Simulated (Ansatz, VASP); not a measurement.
# One calculation of Li, two programs

```
Li
1.0
    -1.75465    1.75465    1.75465
     1.75465   -1.75465    1.75465
     1.75465    1.75465   -1.75465
Li
1
Direct
  0.00000 0.00000 0.00000
```

Alike in both runs: task single point; functional r2SCAN; dispersion D3(BJ); k mesh 11 × 11 × 11; occupations fermi-dirac, width 0.1 eV; no spin polarisation.

```csv
,VASP,Ansatz
version,VASP 6.6.1,Ansatz 0.2.0
potentials or method,"VASP PAW PBE potentials, release 64 (Li_sv)",Ansatz PAW polarizable
plane-wave cutoff (eV),830,500
valence electrons in the cell,3,3
```

```tsv
	VASP	Ansatz	Ansatz less VASP
gap on the k mesh at the Fermi level (eV)	none	none	-
pressure (GPa)	-1.0	-0.9	+0.10
```

VASP's potentials were made for PBE, not for r2SCAN. A gap of «none» marks a metal or a gap that the smearing closes.
